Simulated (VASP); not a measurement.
# Au (Fm-3m) in VASP: notebook, part 2 of 2

VASP 6.6.1. Earlier steps stand in the parts before.

**4. Relaxation of cell and atoms, PBE+D3(BJ)**

INCAR

```
SYSTEM = Au
PREC = Accurate ; ENCUT = 600
EDIFF = 1E-6 ; ISMEAR = 0
SIGMA = 0.1 ; LREAL = .FALSE.
LASPH = .TRUE. ; NELM = 80
ALGO = Fast ; ISIF = 3
LWAVE = .FALSE. ; LCHARG = .FALSE.
GGA = PE ; IVDW = 12
IBRION = 2 ; NSW = 100
EDIFFG = -0.005
```

KPOINTS

```
Automatic mesh
0
G
  18 18 18
  0 0 0
```

POSCAR

```
Au
1.0
    0.0000000000      2.0350000000      2.0350000000
    2.0350000000      0.0000000000      2.0350000000
    2.0350000000      2.0350000000      0.0000000000
Au
1
Direct
    0.0000000000      0.0000000000      0.0000000000
```

Potentials or basis: VASP PAW PBE potentials, release 64 (Au).

Command:

```sh
$ cat potpaw_PBE.64/Au/POTCAR > POTCAR
$ mpirun -np 1 vasp_std > vasp.out
```

OUTCAR:

```text
SYSTEM = Au
   PREC = Accurate
   ENCUT = 600
   EDIFF = 1E-6
   ISMEAR = 0
   LREAL = .FALSE.
   LASPH = .TRUE.
   NELM = 80
   ISIF = 3
   GGA = PE
   IVDW = 12
   IBRION = 2
   NSW = 100
   EDIFFG = -0.005
 IVDW          = 12

 ion  position               nearest neighbor table
   1  0.000  0.000  0.000-

  LATTYP: Found a face centered cubic cell.
 ALAT       =     4.0700000000

  Lattice vectors:

 A1 = (   0.0000000000,   2.0350000000,   2.0350000000)
 A2 = (   2.0350000000,   0.0000000000,   2.0350000000)
 A3 = (   2.0350000000,   2.0350000000,   0.0000000000)

Analysis of symmetry for initial positions (statically):
=====================================================================
 Subroutine PRICEL returns:
 Original cell was already a primitive cell.

 Routine SETGRP: Setting up the symmetry group for a
 face centered cubic supercell.

 Subroutine GETGRP returns: Found 48 space group operations
 (whereof 48 operations were pure point group operations)
 out of a pool of 48 trial point group operations.

The static configuration has the point symmetry O_h .

Analysis of symmetry for dynamics (positions and initial velocities):
=====================================================================
 Subroutine PRICEL returns:
 Original cell was already a primitive cell.

 Routine SETGRP: Setting up the symmetry group for a
 face centered cubic supercell.

 Subroutine GETGRP returns: Found 48 space group operations
 (whereof 48 operations were pure point group operations)
 out of a pool of 48 trial point group operations.

The dynamic configuration has the point symmetry O_h .

 Subroutine INISYM returns: Found 48 space group operations
 (whereof 48 operations are pure point group operations),
 and found     1 'primitive' translations

----------------------------------------------------------------------------------------

                                     Primitive cell

  volume of cell :      16.8548

  direct lattice vectors                    reciprocal lattice vectors
     0.000000000  2.035000000  2.035000000    -0.245700246  0.245700246  0.245700246
     2.035000000  0.000000000  2.035000000     0.245700246 -0.245700246  0.245700246
     2.035000000  2.035000000  0.000000000     0.245700246  0.245700246 -0.245700246

  length of vectors
     2.877924599  2.877924599  2.877924599     0.425565309  0.425565309  0.425565309

  position of ions in fractional coordinates (direct lattice)
     0.000000000  0.000000000  0.000000000

  ion indices of the primitive-cell ions
   primitive index   ion index
                 1           1

----------------------------------------------------------------------------------------

 KPOINTS: Automatic mesh

Automatic generation of k-mesh.
 Grid dimensions read from file:
 generate k-points for:   18   18   18

 Generating k-lattice:

  Cartesian coordinates                     Fractional coordinates (reciprocal lattice)
    -0.013650014  0.013650014  0.013650014     0.055555556  0.000000000  0.000000000
     0.013650014 -0.013650014  0.013650014     0.000000000  0.055555556  0.000000000
     0.013650014  0.013650014 -0.013650014     0.000000000  0.000000000  0.055555556

  Length of vectors
     0.023642517  0.023642517  0.023642517

  Shift w.r.t. Gamma in fractional coordinates (k-lattice)
     0.000000000  0.000000000  0.000000000

 Subroutine IBZKPT returns following result:
 ===========================================

 Found    195 irreducible k-points:

 Following reciprocal coordinates:
            Coordinates               Weight
  0.000000  0.000000  0.000000      1.000000
  0.055556  0.000000  0.000000      8.000000
  0.111111  0.000000  0.000000      8.000000
  0.166667  0.000000  0.000000      8.000000
  0.222222  0.000000  0.000000      8.000000
  0.277778  0.000000  0.000000      8.000000
[... 16 lines left out ...]
 -0.277778  0.055556  0.000000     24.000000
 -0.222222  0.055556  0.000000     24.000000
 [... further k-points ...]
   k-points           NKPTS =    195   k-points in BZ     NKDIM =    195   number of bands    NBANDS=      9
   number of dos      NEDOS =    301   number of ions     NIONS =      1
   total plane-waves  NPLWV =  13824
   dimension x,y,z NGX =    24 NGY =   24 NGZ =   24
   dimension x,y,z NGXF=    48 NGYF=   48 NGZF=   48
   ions per type =               1
   NGX,Y,Z   is equivalent  to a cutoff of  13.86, 13.86, 13.86 a.u.
   NGXF,Y,Z  is equivalent  to a cutoff of  27.73, 27.73, 27.73 a.u.
 SYSTEM =  Au
   PREC   = accura    normal or accurate (medium, high low for compatibility)
   ISTART =      0    job   : 0-new  1-cont  2-samecut
   ICHARG =      2    charge: 1-file 2-atom 10-const
   ISPIN  =      1    spin polarized calculation?
   LNONCOLLINEAR =      F non collinear calculations
   LSORBIT =      F    spin-orbit coupling
   LASPH  =      T    aspherical Exc in radial PAW
   ENCUT  =  600.0 eV  44.10 Ry    6.64 a.u.   5.75  5.75  5.75*2*pi/ulx,y,z
   NELM   =     80;   NELMIN=  2; NELMDL= -5     # of ELM steps
   EDIFF  = 0.1E-05   stopping-criterion for ELM
   LREAL  =      F    real-space projection
   EDIFFG = -.5E-02   stopping-criterion for IOM
   NSW    =    100    number of steps for IOM
   IBRION =      2    ionic relax: 0-MD 1-quasi-New 2-CG
   NFREE  =      1    steps in history (QN), initial steepest desc. (CG)
   ISIF   =      3    stress and relaxation
   ISYM   =      2    0-nonsym 1-usesym 2-fastsym
   POTIM  = 0.5000    time-step for ionic-motion
   TEBEG  =    0.0;   TEEND  =   0.0 temperature during run
   PSTRESS=    0.0 pullay stress
   NELECT =      11.0000    total number of electrons
   NUPDOWN=      -1.0000    fix difference up-down
   EMIN   =  10.00;   EMAX   =-10.00  energy-range for DOS
   EFERMI =   0.00;   METHOD = LEGACY
   ISMEAR =     0;   SIGMA  =   0.10  broadening in eV -4-tet -1-fermi 0-gaus
   EFERMI_NEDOS =   21; number of points for ismear=-14 and -15
   IALGO  =     68    algorithm
   IMIX   =      4    mixing-type and parameters
     AMIX     =   0.40;   BMIX     =  1.00
     AMIX_MAG =   1.60;   BMIX_MAG =  1.00
  volume/ion in A,a.u.               =      16.85       113.74
  Fermi-wavevector in a.u.,A,eV,Ry     =   1.420032  2.683470 27.436005  2.016489
  Thomas-Fermi vector in A             =   2.540990
   LORBIT       =      0    0 simple, 1 ext, 2 COOP (PROOUT), +10 PAW based schemes
   GGA     = PE    functional components
   LHFCALC =     F    Hartree Fock is set to
   AEXX    =    0.0000 exact exchange contribution
   IVDW    =    12    specifies the selected vdW correction
   LEPSILON=     F    determine dielectric tensor
   LRPA    =     F    only Hartree local field effects (RPA)
 conjugate gradient relaxation of ions
 non-spin polarized calculation
 RMM-DIIS sequential band-by-band and
 Gauss-broadening in eV      SIGMA  =   0.10
  energy-cutoff  :      600.00
  volume of cell :       16.85
 maximum number of plane-waves:       588
   NGX = 11   NGY = 11   NGZ = 11

--------------------------------------- Ionic step        1  -------------------------------------------

 number of electron      10.9999999 magnetization

 Free energy of the ion-electron system (eV)
  ---------------------------------------------------
  ext. energy  EPLUGINS =         0.00000000
  ---------------------------------------------------
  free energy    TOTEN  =        -3.18804581 eV

  energy without entropy =       -3.18666234  energy(sigma->0) =       -3.18735408

------------------------ aborting loop because EDIFF is reached ----------------------------------------

 Edisp (eV)   -0.67316

 E8    (eV) :    -0.3026
[... 186 lines left out ...]
--------------------------------------- Ionic step        6  -------------------------------------------

 number of electron      11.0000000 magnetization

 Free energy of the ion-electron system (eV)
  ---------------------------------------------------
  ext. energy  EPLUGINS =         0.00000000
  ---------------------------------------------------
  free energy    TOTEN  =        -3.20867706 eV

  energy without entropy =       -3.20734454  energy(sigma->0) =       -3.20801080

 E-fermi :   9.2511     XC(G=0): -12.6457

 val. band max:        9.2477403470   @ k =   0.5000   0.2778   0.1111
 cond. band min:       9.2597269633   @ k =   0.5000   0.1667   0.0556
 fundamental gap:      0.0119866163
 Fermi energy:         9.2511213146

 k-point     1 :       0.0000    0.0000    0.0000
  band No.  band energies     occupation
      1      -0.4529      2.00000
      2       4.6499      2.00000
      3       4.6499      2.00000
      4       4.6499      2.00000
      5       6.1333      2.00000
      6       6.1333      2.00000
      7      23.8155      0.00000
      8      27.7477      0.00000
      9      27.7477      0.00000
[... 265 lines left out ...]
 k-point    24 :      -0.2222    0.0556    0.0000
  band No.  band energies     occupation
      1       1.3260      2.00000
      2       4.3931      2.00000
      3       4.9497      2.00000
      4       4.9859      2.00000
      5       6.0425      2.00000
      6       6.5145      2.00000
      7      20.7882      0.00000
      8      24.8639      0.00000
      9      27.7071      0.00000

 [... further k-points ...]

------------------------ aborting loop because EDIFF is reached ----------------------------------------

 Edisp (eV)   -0.65736

 E8    (eV) :    -0.2954
[... 24 lines left out ...]
  FREE ENERGIE OF THE ION-ELECTRON SYSTEM (eV)
  ---------------------------------------------------
  free  energy   TOTEN  =        -3.8660348285 eV

  energy  without entropy=       -3.8647023114  energy(sigma->0) =       -3.86536857

 reached required accuracy - stopping structural energy minimisation
```

Wall time 31 s (1 thread of Intel Xeon 6975P-C (Granite Rapids), shared host); peak memory 0.18 GiB.

What came out:

```
Free energy                            : -3.8660 eV
Relaxed volume                         : 17.24 Å³/atom
Relaxed cell                           : a = 2.900 Å, b = 2.900 Å, c = 2.900 Å, α = 60.00°, β = 60.00°, γ = 60.00°
Space group after relaxing (to 0.05 Å) : Fm-3m (No. 225)
Energy gained by relaxing              : 4.8 meV/atom
Ionic steps                            : 6
Pressure after relaxing                : 0.0 GPa
Dispersion energy per atom             : -0.657 eV
```

Step by step:
| step | energy change (eV) | largest force (eV/Å) | pressure (GPa) | volume (Å³) |
| --- | --- | --- | --- | --- |
| 1 | 0.0000 | 0.0000 | 4.15 | 16.85 |
| 2 | 0.0083 | 0.0000 | -5.91 | 17.94 |
| 3 | -0.0048 | 0.0000 | -0.19 | 17.25 |
| 4 | -0.0048 | 0.0000 | 0.12 | 17.24 |
| 5 | -0.0048 | 0.0000 | 0.06 | 17.24 |
| 6 | -0.0048 | 0.0000 | 0.04 | 17.24 |

Final structure:
```
CELL_PARAMETERS angstrom
0.00000 2.05058 2.05058
2.05058 0.00000 2.05058
2.05058 2.05058 0.00000
ATOMIC_POSITIONS crystal
Au 0.00000 0.00000 0.00000
```

Caveat: spin-orbit coupling is left out, which moves the levels of the heavy elements; pairwise dispersion overbinds metals, which lowers pressure and volume.

**5. The runs side by side**

| task | cell | k mesh | cutoff (eV) | gap on the mesh (eV) | pressure (GPa) |
| --- | --- | --- | --- | --- | --- |
| single point | a = 2.878 Å, angles 60.0°, 1 atom | 8 × 8 × 8 | 520 | none | 4.9 |
| single point | a = 2.901 Å, angles 60.0°, 1 atom | 18 × 18 × 18 | 520 | none | -0.3 |
| relaxation of cell and atoms | relaxed from a = 2.878 Å, angles 60.0°, 1 atom | 18 × 18 × 18 | 600 | none | 0.0 |

Alike in all rows: level PBE+D3(BJ); potentials or basis VASP PAW PBE potentials, release 64 (Au); no spin polarisation; smearing gaussian 0.1 eV.

Caveats: spin-orbit coupling is left out, which moves the levels of the heavy elements; pairwise dispersion overbinds metals, which lowers pressure and volume.

Total energies depend on the potentials used, so only differences within one code and one set of settings carry meaning.
